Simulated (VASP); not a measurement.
# SiO2 (P4_2/mnm) in VASP: a series of runs

Runs on SiO2. Level: PBE. Tasks: single point.

All numbers are computed with VASP 6.6.1; they aren't measurements. Logs are shortened: lines on timing, memory, paths and dates and some standing lists are left out, and cuts for length are marked.

### 1 The cell of the first run

It takes space group P4_2/mnm (No. 136, tetragonal). The conventional cell has a = 4.331 Å, b = 4.331 Å, c = 2.851 Å, α = 90.00°, β = 90.00°, γ = 90.00°. Si (site symmetry mmm) has 6 O at 1.85 to 1.88 Å within 2.5 Å. Within 2.5 Å of O (site symmetry m2m) lie 3 Si at 1.85 to 1.88 Å and 1 O at 2.36 Å.

### 2 Single point, PBE

INCAR reads:

```
ALGO = Normal ; EDIFF = 1E-6
ENCUT = 520 ; GGA = PE
ISIF = 2 ; ISMEAR = 0
LASPH = True ; LCHARG = False
LREAL = False ; LWAVE = False
NBANDS = 25 ; NELM = 60
PREC = Accurate ; SIGMA = 0.05
```

KPOINTS reads:

```
k-points
0
Gamma
  6 6 8
```

POSCAR reads:

```
SiO2
1.0
    4.3312000000      0.0000000000      0.0000000000
    0.0000000000      4.3312000000      0.0000000000
    0.0000000000      0.0000000000      2.8512000000
Si O
2 4
Direct
    0.5000000000      0.5000000000      0.5000000000
    0.0000000000      0.0000000000      0.0000000000
    0.6930127928      0.6930127928      0.0000000000
    0.1930127928      0.8069872072      0.5000000000
    0.3069872072      0.3069872072      0.0000000000
    0.8069872072      0.1930127928      0.5000000000
```

Potentials or basis: VASP PAW PBE potentials, release 64 (Si, O).

The run is started by

```sh
$ cat potpaw_PBE.64/Si/POTCAR potpaw_PBE.64/O/POTCAR > POTCAR
$ mpirun -np 1 vasp_std > vasp.out
```

OUTCAR:

```text
EDIFF = 1E-6
   ENCUT = 520
   GGA = PE
   ISIF = 2
   ISMEAR = 0
   LASPH = True
   LREAL = False
   NELM = 60
   PREC = Accurate

 ion  position               nearest neighbor table
   1  0.500  0.500  0.500-   3 1.85   5 1.85   3 1.85   5 1.85   4 1.88   6 1.88
   2  0.000  0.000  0.000-   4 1.85   6 1.85   4 1.85   6 1.85   5 1.88   3 1.88
   3  0.693  0.693  0.000-   1 1.85   1 1.85   2 1.88
   4  0.193  0.807  0.500-   2 1.85   2 1.85   1 1.88
   5  0.307  0.307  0.000-   1 1.85   1 1.85   2 1.88
   6  0.807  0.193  0.500-   2 1.85   2 1.85   1 1.88

  LATTYP: Found a simple tetragonal cell.
 ALAT       =     4.3312000000
 C/A-ratio  =     0.6582933136

  Lattice vectors:

 A1 = (   4.3312000000,   0.0000000000,   0.0000000000)
 A2 = (   0.0000000000,   4.3312000000,   0.0000000000)
 A3 = (   0.0000000000,   0.0000000000,   2.8512000000)

Analysis of symmetry for initial positions (statically):
=====================================================================
 Subroutine PRICEL returns:
 Original cell was already a primitive cell.

 Routine SETGRP: Setting up the symmetry group for a
 simple tetragonal supercell.

 Subroutine GETGRP returns: Found 16 space group operations
 (whereof  8 operations were pure point group operations)
 out of a pool of 16 trial point group operations.

The static configuration has the point symmetry D_2h.
 The point group associated with its full space group is D_4h.

Analysis of symmetry for dynamics (positions and initial velocities):
=====================================================================
 Subroutine PRICEL returns:
 Original cell was already a primitive cell.

 Routine SETGRP: Setting up the symmetry group for a
 simple tetragonal supercell.

 Subroutine GETGRP returns: Found 16 space group operations
 (whereof  8 operations were pure point group operations)
 out of a pool of 16 trial point group operations.

The dynamic configuration has the point symmetry D_2h.
 The point group associated with its full space group is D_4h.

 Subroutine INISYM returns: Found 16 space group operations
 (whereof  8 operations are pure point group operations),
 and found     1 'primitive' translations

----------------------------------------------------------------------------------------

                                     Primitive cell

  volume of cell :      53.4865

  direct lattice vectors                    reciprocal lattice vectors
     4.331200000  0.000000000  0.000000000     0.230882896  0.000000000  0.000000000
     0.000000000  4.331200000  0.000000000     0.000000000  0.230882896  0.000000000
     0.000000000  0.000000000  2.851200000     0.000000000  0.000000000  0.350729517

  length of vectors
     4.331200000  4.331200000  2.851200000     0.230882896  0.230882896  0.350729517

  position of ions in fractional coordinates (direct lattice)
     0.500000000  0.500000000  0.500000000
     0.000000000  0.000000000  0.000000000
     0.693012793  0.693012793  0.000000000
     0.193012793  0.806987207  0.500000000
     0.306987207  0.306987207  0.000000000
     0.806987207  0.193012793  0.500000000

  ion indices of the primitive-cell ions
   primitive index   ion index
                 1           1
                 2           2
                 3           3
                 4           4
                 5           5
                 6           6

----------------------------------------------------------------------------------------

 KPOINTS: k-points

Automatic generation of k-mesh.
 Grid dimensions read from file:
 generate k-points for:    6    6    8

 Generating k-lattice:

  Cartesian coordinates                     Fractional coordinates (reciprocal lattice)
     0.038480483  0.000000000  0.000000000     0.166666667  0.000000000  0.000000000
     0.000000000  0.038480483  0.000000000     0.000000000  0.166666667  0.000000000
     0.000000000  0.000000000  0.043841190     0.000000000  0.000000000  0.125000000

  Length of vectors
     0.038480483  0.038480483  0.043841190

  Shift w.r.t. Gamma in fractional coordinates (k-lattice)
     0.000000000  0.000000000  0.000000000

 Subroutine IBZKPT returns following result:
 ===========================================

 Found     50 irreducible k-points:

 Following reciprocal coordinates:
            Coordinates               Weight
  0.000000  0.000000  0.000000      1.000000
  0.166667  0.000000  0.000000      4.000000
  0.333333  0.000000  0.000000      4.000000
  0.500000  0.000000  0.000000      2.000000
  0.166667  0.166667  0.000000      4.000000
  0.333333  0.166667  0.000000      8.000000
[... 16 lines left out ...]
  0.333333  0.000000  0.250000      8.000000
  0.500000  0.000000  0.250000      4.000000
 [... further k-points ...]
   k-points           NKPTS =     50   k-points in BZ     NKDIM =     50   number of bands    NBANDS=     25
   number of dos      NEDOS =    301   number of ions     NIONS =      6
   total plane-waves  NPLWV =  24576
   dimension x,y,z NGX =    32 NGY =   32 NGZ =   24
   dimension x,y,z NGXF=    64 NGYF=   64 NGZF=   48
   ions per type =               2   4
   NGX,Y,Z   is equivalent  to a cutoff of  12.28, 12.28, 13.99 a.u.
   NGXF,Y,Z  is equivalent  to a cutoff of  24.57, 24.57, 27.99 a.u.
 SYSTEM =  unknown system
   PREC   = accura    normal or accurate (medium, high low for compatibility)
   ISTART =      0    job   : 0-new  1-cont  2-samecut
   ICHARG =      2    charge: 1-file 2-atom 10-const
   ISPIN  =      1    spin polarized calculation?
   LNONCOLLINEAR =      F non collinear calculations
   LSORBIT =      F    spin-orbit coupling
   LASPH  =      T    aspherical Exc in radial PAW
   ENCUT  =  520.0 eV  38.22 Ry    6.18 a.u.   8.05  8.05  5.30*2*pi/ulx,y,z
   NELM   =     60;   NELMIN=  2; NELMDL= -5     # of ELM steps
   EDIFF  = 0.1E-05   stopping-criterion for ELM
   LREAL  =      F    real-space projection
   EDIFFG = 0.1E-04   stopping-criterion for IOM
   NSW    =      0    number of steps for IOM
   IBRION =     -1    ionic relax: 0-MD 1-quasi-New 2-CG
   NFREE  =      0    steps in history (QN), initial steepest desc. (CG)
   ISIF   =      2    stress and relaxation
   ISYM   =      2    0-nonsym 1-usesym 2-fastsym
   POTIM  = 0.5000    time-step for ionic-motion
   TEBEG  =    0.0;   TEEND  =   0.0 temperature during run
   PSTRESS=    0.0 pullay stress
   NELECT =      32.0000    total number of electrons
   NUPDOWN=      -1.0000    fix difference up-down
   EMIN   =  10.00;   EMAX   =-10.00  energy-range for DOS
   EFERMI =   0.00;   METHOD = LEGACY
   ISMEAR =     0;   SIGMA  =   0.05  broadening in eV -4-tet -1-fermi 0-gaus
   EFERMI_NEDOS =   21; number of points for ismear=-14 and -15
   IALGO  =     38    algorithm
   IMIX   =      4    mixing-type and parameters
     AMIX     =   0.40;   BMIX     =  1.00
     AMIX_MAG =   1.60;   BMIX_MAG =  1.00
  volume/ion in A,a.u.               =       8.91        60.16
  Fermi-wavevector in a.u.,A,eV,Ry     =   1.379463  2.606807 25.890779  1.902919
  Thomas-Fermi vector in A             =   2.504430
   LORBIT       =      0    0 simple, 1 ext, 2 COOP (PROOUT), +10 PAW based schemes
   GGA     = PE    functional components
   LHFCALC =     F    Hartree Fock is set to
   AEXX    =    0.0000 exact exchange contribution
   IVDW    =     0    specifies the selected vdW correction
   LEPSILON=     F    determine dielectric tensor
   LRPA    =     F    only Hartree local field effects (RPA)
 non-spin polarized calculation
 Gauss-broadening in eV      SIGMA  =   0.05
  energy-cutoff  :      520.00
  volume of cell :       53.49
 maximum number of plane-waves:      1472
   NGX = 17   NGY = 17   NGZ = 11

 number of electron      32.0000022 magnetization

 Free energy of the ion-electron system (eV)
  ---------------------------------------------------
  ext. energy  EPLUGINS =         0.00000000
  ---------------------------------------------------
  free energy    TOTEN  =       -45.79929596 eV

  energy without entropy =      -45.79929596  energy(sigma->0) =      -45.79929596

 E-fermi :   6.7451     XC(G=0): -11.5786

 val. band max:        6.4661783999   @ k =   0.0000   0.0000   0.0000
 cond. band min:       9.6713869599   @ k =   0.0000   0.0000   0.0000
 fundamental gap:      3.2052085599
 Fermi energy:         6.7450644665

 k-point     1 :       0.0000    0.0000    0.0000
  band No.  band energies     occupation
      1     -14.7218      2.00000
      2     -11.6951      2.00000
      3     -11.6951      2.00000
      4     -11.5048      2.00000
      5      -3.5720      2.00000
      6       0.9208      2.00000
[... 17 lines left out ...]
     24      19.0771      0.00000
     25      20.6096      0.00000

 k-point     2 :       0.1667    0.0000    0.0000
  band No.  band energies     occupation
      1     -14.5960      2.00000
      2     -12.2200      2.00000
      3     -11.6375      2.00000
      4     -11.2369      2.00000
      5      -3.3477      2.00000
      6       0.2048      2.00000
[... 17 lines left out ...]
     24      18.6698      0.00000
     25      20.6236      0.00000

 k-point     3 :       0.3333    0.0000    0.0000
  band No.  band energies     occupation
      1     -14.2294      2.00000
      2     -12.9501      2.00000
      3     -11.4838      2.00000
      4     -11.1703      2.00000
      5      -2.7454      2.00000
      6      -0.8751      2.00000
[... 17 lines left out ...]
     24      19.1491      0.00000
     25      19.4815      0.00000

 k-point     4 :       0.5000    0.0000    0.0000
  band No.  band energies     occupation
      1     -13.6579      2.00000
      2     -13.6579      2.00000
      3     -11.2940      2.00000
      4     -11.2940      2.00000
      5      -1.8914      2.00000
      6      -1.8914      2.00000
[... 17 lines left out ...]
     24      18.2545      0.00000
     25      20.1775      0.00000

 k-point     5 :       0.1667    0.1667    0.0000
  band No.  band energies     occupation
      1     -14.4738      2.00000
      2     -12.3752      2.00000
      3     -11.7630      2.00000
      4     -11.1653      2.00000
      5      -3.1162      2.00000
      6       0.0135      2.00000
[... 17 lines left out ...]
     24      18.6141      0.00000
     25      20.6759      0.00000

 k-point     6 :       0.3333    0.1667    0.0000
  band No.  band energies     occupation
      1     -14.1196      2.00000
      2     -12.9274      2.00000
      3     -11.6723      2.00000
      4     -11.2273      2.00000
      5      -2.5058      2.00000
      6      -0.7574      2.00000
[... 17 lines left out ...]
     24      19.1397      0.00000
     25      19.5171      0.00000
[... 393 lines left out ...]
 k-point    21 :       0.0000    0.0000    0.2500
  band No.  band energies     occupation
      1     -14.0726      2.00000
      2     -11.5938      2.00000
      3     -11.4316      2.00000
      4     -11.4316      2.00000
      5      -3.3944      2.00000
      6       0.3496      2.00000
[... 17 lines left out ...]
     24      19.2332      0.00000
     25      19.5036      0.00000

 k-point    22 :       0.1667    0.0000    0.2500
  band No.  band energies     occupation
      1     -13.9596      2.00000
      2     -11.9666      2.00000
      3     -11.3992      2.00000
      4     -11.2553      2.00000
      5      -3.1429      2.00000
      6      -0.0401      2.00000
[... 17 lines left out ...]
     24      19.0335      0.00000
     25      19.5980      0.00000

 k-point    23 :       0.3333    0.0000    0.2500
  band No.  band energies     occupation
      1     -13.6334      2.00000
      2     -12.5417      2.00000
      3     -11.3169      2.00000
      4     -11.1857      2.00000
      5      -2.4616      2.00000
      6      -0.4637      2.00000
[... 17 lines left out ...]
     24      18.4536      0.00000
     25      19.6013      0.00000

 k-point    24 :       0.5000    0.0000    0.2500
  band No.  band energies     occupation
      1     -13.1353      2.00000
      2     -13.1353      2.00000
      3     -11.2266      2.00000
      4     -11.2266      2.00000
      5      -1.5014      2.00000
      6      -1.5014      2.00000
[... 17 lines left out ...]
     24      18.3391      0.00000
     25      19.4226      0.00000

 [... further k-points ...]

------------------------ aborting loop because EDIFF is reached ----------------------------------------

  FORCE on cell =-STRESS in cart. coord.  units (eV):
  Direction    XX          YY          ZZ          XY          YZ          ZX
  --------------------------------------------------------------------------------------
  -------------------------------------------------------------------------------------
  Total       -6.6112767     -6.6112767    -12.4510982     -0.0000000      0.0000000      0.0000000
  in kB     -198.0394696   -198.0394696   -372.9701543     -0.0000000      0.0000000      0.0000000
  external PRESSURE =    -256.3496978 kB  Pullay stress =       0.0000000 kB

 VOLUME and BASIS-vectors are now :
 -----------------------------------------------------------------------------
  energy-cutoff  :      520.00
  volume of cell :       53.49
      direct lattice vectors                 reciprocal lattice vectors
     4.331200000  0.000000000  0.000000000     0.230882896  0.000000000  0.000000000
     0.000000000  4.331200000  0.000000000     0.000000000  0.230882896  0.000000000
     0.000000000  0.000000000  2.851200000     0.000000000  0.000000000  0.350729517

 POSITION                                       TOTAL-FORCE (eV/Angst)
 -----------------------------------------------------------------------------------
      2.16560      2.16560      1.42560         0.000000      0.000000      0.000000
      0.00000      0.00000      0.00000         0.000000      0.000000      0.000000
      3.00158      3.00158      0.00000        -0.177251     -0.177251      0.000000
      0.83598      3.49522      1.42560        -0.177251      0.177251      0.000000
      1.32962      1.32962      0.00000         0.177251      0.177251      0.000000
      3.49522      0.83598      1.42560         0.177251     -0.177251      0.000000
 -----------------------------------------------------------------------------------
    total drift:                                0.000000      0.000000     -0.000000

  FREE ENERGIE OF THE ION-ELECTRON SYSTEM (eV)
  ---------------------------------------------------
  free  energy   TOTEN  =       -45.7992959583 eV

  energy  without entropy=      -45.7992959583  energy(sigma->0) =      -45.79929596
```

Wall time 61 s (1 thread of Intel Xeon 8259CL, shared host); peak memory 0.19 GiB.

Results:

| Quantity | Value |
| --- | --- |
| Free energy | -45.7993 eV |
| Pressure | -25.6 GPa |
| Largest force | 0.251 eV/Å |
| Band gap on the k mesh | 3.21 eV |

Forces in eV/Å, atoms in the order of the input:
```
Si   0.000  0.000  0.000
Si   0.000  0.000  0.000
O   -0.177 -0.177  0.000
O   -0.177  0.177  0.000
O    0.177  0.177  0.000
O    0.177 -0.177  0.000
```

Levels at points of the mesh, in eV from the valence-band top:
```csv
k point,band 13,band 14,band 15,band 16,band 17,band 18,band 19,band 20
"(0.00, 0.00, 0.00)",-2.52,-0.76,-0.76,0.00,3.21,5.62,7.02,7.02
"(0.50, 0.00, 0.00)",-2.52,-2.52,-0.90,-0.90,5.72,5.72,7.68,7.68
"(0.50, 0.50, 0.00)",-2.41,-2.41,-1.76,-1.76,5.52,5.52,8.47,8.47
"(0.00, 0.00, 0.50)",-2.53,-2.53,-2.21,-2.21,7.32,7.32,11.32,11.32
"(0.50, 0.00, 0.50)",-1.92,-1.92,-1.43,-1.43,7.30,7.30,8.61,8.61
"(0.50, 0.50, 0.50)",-1.47,-1.47,-1.25,-1.25,5.68,5.68,10.01,10.01
```

Caveat: the cell stands under tension.

### 3 Single point, PBE

This run uses another cell than the first one, of the same volume but with other edges.

INCAR reads:

```
PREC = Accurate ; ENCUT = 520
EDIFF = 1E-6 ; ISMEAR = 0
SIGMA = 0.05 ; LREAL = False
LASPH = True ; NELM = 60
ALGO = Normal ; ISIF = 2
LWAVE = False ; LCHARG = False
GGA = PE ; NBANDS = 25
```

KPOINTS reads:

```
regular mesh
0
Gamma
  6 6 8
```

Edit POSCAR of step 2 so:

```diff
@@ -2,5 +2,5 @@
 1.0
-    4.3312000000      0.0000000000      0.0000000000
-    0.0000000000      4.3312000000      0.0000000000
-    0.0000000000      0.0000000000      2.8512000000
+    4.2676000000      0.0000000000      0.0000000000
+    0.0000000000      4.2676000000      0.0000000000
+    0.0000000000      0.0000000000      2.9319000000
 Si O
```

Potentials or basis: VASP PAW PBE potentials, release 64 (Si, O).

The run is started by

```sh
$ cat potpaw_PBE.64/Si/POTCAR potpaw_PBE.64/O/POTCAR > POTCAR
$ mpirun -np 1 vasp_std > vasp.out
```

It took 55 s on 1 thread of Intel Xeon 8259CL, shared host; peak memory 0.19 GiB.

The run converged. Its results:

```
Free energy            : -45.5883 eV
Pressure               : -26.1 GPa
Largest force          : 0.171 eV/Å
Band gap on the k mesh : 3.06 eV
```

Forces in eV/Å, atoms in the order of the input:
```
Si   0.000  0.000  0.000
Si   0.000  0.000  0.000
O    0.121  0.121  0.000
O    0.121 -0.121  0.000
O   -0.121 -0.121  0.000
O   -0.121  0.121  0.000
```

Stress tensor (GPa, compression positive):
```
-16.20   0.00   0.00
  0.00 -16.20   0.00
  0.00   0.00 -45.87
```

Levels at points of the mesh, in eV from the valence-band top:
```tsv
k point	band 14	band 15	band 16	band 17	band 18	band 19
(0.00, 0.00, 0.00)	-0.70	-0.70	0.00	3.06	5.13	6.57
(0.50, 0.00, 0.00)	-2.57	-0.85	-0.85	5.52	5.52	7.24
(0.50, 0.50, 0.00)	-2.51	-1.62	-1.62	5.27	5.27	8.13
(0.00, 0.00, 0.50)	-2.61	-2.16	-2.16	7.39	7.39	11.28
(0.50, 0.00, 0.50)	-1.81	-1.38	-1.38	7.39	7.39	8.97
(0.50, 0.50, 0.50)	-1.35	-1.19	-1.19	5.78	5.78	10.23
```

Caveat: the cell stands under tension.
